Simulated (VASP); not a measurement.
Sn2H3Br: relaxation of shape and atoms at fixed volume with PBE

Sn2H3Br:

```
Sn H Br
1.0
     4.74835    0.00000    0.00000
    -2.37417    4.11219    0.00000
     0.00000    0.00000    8.80907
Sn H Br
2 3 1
Direct
  0.66667 0.33333 0.12063
  0.33333 0.66667 0.03496
  0.66667 0.33333 0.31621
  0.00000 0.00000 0.43639
  0.00000 0.00000 0.52074
  0.33333 0.66667 0.75108
```

```yaml
Program: VASP 6.6.1
Task: relaxation of shape and atoms at fixed volume
Functional: PBE
Potentials_or_basis: VASP PAW PBE potentials, release 64 (Sn_d, H, Br)
Cutoff: 600 eV
k_mesh: 6 × 6 × 4
Occupations: gaussian, width 0.1 eV
Spin: no spin polarisation
Dipole_correction: no
Further_INCAR_settings: ALGO = Normal; EDIFF = 1e-07; IBRION = 2; EDIFFG = -0.01; NSW = 50; ISIF = 4
```

```json
{
  "Energy gained by relaxing": "1.9 meV/atom",
  "Ionic steps": "25",
  "Pressure after relaxing": "0.2 GPa",
  "Largest force after relaxing": "0.007 eV/Å"
}
```

Forces in eV/Å, atoms in the order of the input:
```
Sn   0.000  0.000  0.006
Sn   0.000  0.000 -0.006
H    0.000  0.000  0.005
H    0.000  0.000 -0.007
H    0.000  0.000 -0.004
Br   0.000  0.000  0.006
```

The path:
| step | energy change (eV) | largest force (eV/Å) | pressure (GPa) | volume (Å³) |
| --- | --- | --- | --- | --- |
| 1 | 0.0000 | 0.3000 | 0.86 | 172.01 |
| 2 | 0.0049 | 0.6846 | 0.33 | 172.01 |
| 3 | -0.0035 | 0.1549 | 0.65 | 172.01 |
| 4 | -0.0047 | 0.1173 | 0.57 | 172.01 |
| 5 | -0.0047 | 0.1017 | 0.58 | 172.01 |
| 6 | -0.0060 | 0.0832 | 0.54 | 172.01 |
| 7 | -0.0078 | 0.1234 | 0.41 | 172.01 |
| 8 | -0.0088 | 0.0414 | 0.37 | 172.01 |
| 9 | -0.0090 | 0.0658 | 0.34 | 172.01 |
| 10 | -0.0092 | 0.1063 | 0.27 | 172.01 |
| 11 | -0.0093 | 0.0738 | 0.29 | 172.01 |
| 12 | -0.0097 | 0.0625 | 0.28 | 172.01 |
| 13 | -0.0106 | 0.0525 | 0.25 | 172.01 |
| 14 | -0.0111 | 0.0681 | 0.21 | 172.01 |
| 15 | -0.0112 | 0.0549 | 0.13 | 172.01 |
| 16 | -0.0113 | 0.0371 | 0.15 | 172.01 |
| 17 | -0.0113 | 0.0207 | 0.16 | 172.01 |
| 18 | -0.0113 | 0.0247 | 0.16 | 172.01 |
| 19 | -0.0113 | 0.0152 | 0.15 | 172.01 |
| 20 | -0.0113 | 0.0132 | 0.15 | 172.01 |
| 21 | -0.0114 | 0.0124 | 0.16 | 172.01 |
| 22 | -0.0114 | 0.0197 | 0.18 | 172.01 |
| 23 | -0.0114 | 0.0139 | 0.18 | 172.01 |
| 24 | -0.0114 | 0.0244 | 0.19 | 172.01 |
| 25 | -0.0114 | 0.0066 | 0.18 | 172.01 |

Final structure:
```
CELL_PARAMETERS angstrom
4.79593 0.00000 0.00000
-2.39796 4.15339 0.00000
0.00000 0.00000 8.63515
ATOMIC_POSITIONS crystal
Sn 0.66667 0.33333 0.12303
Sn 0.33333 0.66667 0.03494
H 0.66667 0.33333 0.32437
H 0.00000 0.00000 0.43433
H 0.00000 0.00000 0.52123
Br 0.33333 0.66667 0.74210
```

Levels at points of the mesh, in eV from the Fermi level:
```tsv
k point	band 15	band 16	band 17	band 18	band 19	band 20	band 21	band 22	band 23
(0.00, 0.00, 0.00)	-2.36	-1.75	-1.75	-0.04	-0.04	-0.02	2.53	3.27	3.27
(0.50, 0.00, 0.00)	-3.13	-2.68	-2.10	-1.76	-0.90	1.31	2.92	4.38	5.57
(0.00, 0.00, 0.50)	-2.34	-1.75	-1.75	-0.05	-0.05	0.01	2.81	3.27	3.27
(0.50, 0.00, 0.50)	-3.11	-2.73	-2.09	-1.71	-0.92	1.33	2.68	4.21	5.74
```

Wall time 26 min on 1 thread of Intel(R) Xeon(R) Platinum 8259CL CPU @ 2.50GHz (Skylake/Cascade Lake), on a shared host, peak memory 0.4 GiB.

Caveat: spin-orbit coupling is left out, which moves the levels of the heavy elements.
